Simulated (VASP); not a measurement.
## SrTe: electric field gradients with PBE

SrTe:

```
Sr Te
1.0
     0.00000    3.32194    3.32194
     3.32194    0.00000    3.32194
     3.32194    3.32194    0.00000
Sr Te
1 1
Direct
  0.00000 0.00000 0.00000
  0.50000 0.50000 0.50000
```

This cell differs from its parent crystal: volume scaled by 0.97.

```yaml
Program: VASP 6.6.1
Task: electric field gradients
Functional: PBE
Potentials_or_basis: VASP PAW PBE potentials, release 64 (Sr_sv, Te)
Cutoff: 400 eV
k_mesh: 7 × 7 × 7
Occupations: fermi-dirac, width 0.01 eV
Spin: no spin polarisation
Dipole_correction: no
Further_INCAR_settings: ALGO = Normal; EDIFF = 1e-08; NBANDS = 15
```

```
Pressure               : 1.2 GPa
Band gap on the k mesh : 1.73 eV, indirect (least direct gap 2.46 eV)
```

Levels at points of the mesh, in eV from the valence-band top:
| k point | band 6 | band 7 | band 8 | band 9 | band 10 | band 11 |
| --- | --- | --- | --- | --- | --- | --- |
| (0.00, 0.00, 0.00) | 0.00 | 0.00 | 0.00 | 2.88 | 3.26 | 3.26 |

Run time: 20 s on 1 thread of Intel Xeon 8259CL (shared host), peak memory 0.18 GiB.

Caveat: without QUAD_EFG the Cq values of the log hold for a quadrupole moment of 1 mb, not for the nuclei; spin-orbit coupling is left out, which moves the levels of the heavy elements. A k mesh can miss the band edges.
